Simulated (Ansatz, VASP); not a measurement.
**Two plane-wave programs on Pd**

The input POSCAR:

```
Pd
1.0
    0.0000000000      1.9465000000      1.9465000000
    1.9465000000      0.0000000000      1.9465000000
    1.9465000000      1.9465000000      0.0000000000
Pd
1
Direct
    0.0000000000      0.0000000000      0.0000000000
```

Contents of INCAR.step1:

```
SYSTEM = Pd
ALGO = Normal
EDIFF = 1E-4
ENCUT = 600
GGA = PE
ISMEAR = -1
LASPH = .TRUE.
LCHARG = .FALSE.
LREAL = .FALSE.
LWAVE = .TRUE.
NELM = 100
PREC = Accurate
SIGMA = 0.05
```

Contents of INCAR.step2:

```
SYSTEM = Pd
ALGO = Normal
BPARAM = 11.95
CPARAM = 0.0093
EDIFF = 1E-6
EDIFFG = -0.01
ENCUT = 600
IBRION = 2
ISIF = 3
ISMEAR = -1
ISTART = 1
IVDW_NL = 2
LASPH = .TRUE.
LCHARG = .FALSE.
LMIXTAU = .TRUE.
LREAL = .FALSE.
LUSE_VDW = .TRUE.
LWAVE = .FALSE.
METAGGA = R2SCAN
NELM = 100
NSW = 60
PREC = Accurate
SIGMA = 0.05
```

File KPOINTS:

```
k-points
0
G
  12 12 12
  0 0 0
```

input.yaml

```yaml
crystal:
  lattice:
    - [0.0, 1.9465, 1.9465]
    - [1.9465, 0.0, 1.9465]
    - [1.9465, 1.9465, 0.0]
  atoms:
    - { symbol: Pd, position: [0.0, 0.0, 0.0] }
hamiltonian:
  xc: r2scan
  pseudopotentials: { kind: paw }
  dispersion: rvv10
kpoints:
  mp_grid: { grid: [12, 12, 12] }
scf:
  occupations: { method: fermi_dirac, width: 0.05 }
output:
  forces: true
  stress: true
  write_density: true
  write_potential: true
  elf: true
  volumetric_format: npy
relax:
  f_tol: 0.01
  max_steps: 40
  cell: { stress_tol: 0.05 }
```

Alike in both runs: task relaxation of cell and atoms; functional r2SCAN; dispersion rVV10; k mesh 12 × 12 × 12; occupations fermi-dirac, width 0.05 eV; no spin polarisation.

|  | VASP | Ansatz |
| --- | --- | --- |
| version | VASP 6.6.1 | Ansatz 0.2.0 |
| potentials or method | VASP PAW PBE potentials, release 64 (Pd) | Ansatz PAW |
| plane-wave cutoff (eV) | 600 | 500 |
| valence electrons in the cell | 10 | 18 |

VASP gave:

| Quantity | Value |
| --- | --- |
| gap on the k mesh at the Fermi level, each at its own relaxed structure (eV) | none |
| relaxed volume (Å³/atom) | 14.79 |
| relaxed cell length with the largest relative difference (Å) | 2.755 |

**Question.** Estimate Ansatz's values.

**Answer.** gap on the k mesh at the Fermi level, each at its own relaxed structure (eV): none; relaxed volume (Å³/atom): 14.70; relaxed cell length with the largest relative difference (Å): 2.750.

VASP's potentials were made for PBE, not for r2SCAN. A gap of «none» marks a metal or a gap that the smearing closes. VASP's potentials hold 10 valence electrons a cell and Ansatz's 18, so a difference there can come from the potentials and not from the codes.

Noted on Ansatz's run: the plane-wave basis is chosen anew once the cell has moved, so the energies of steps on either side of that aren't comparable.
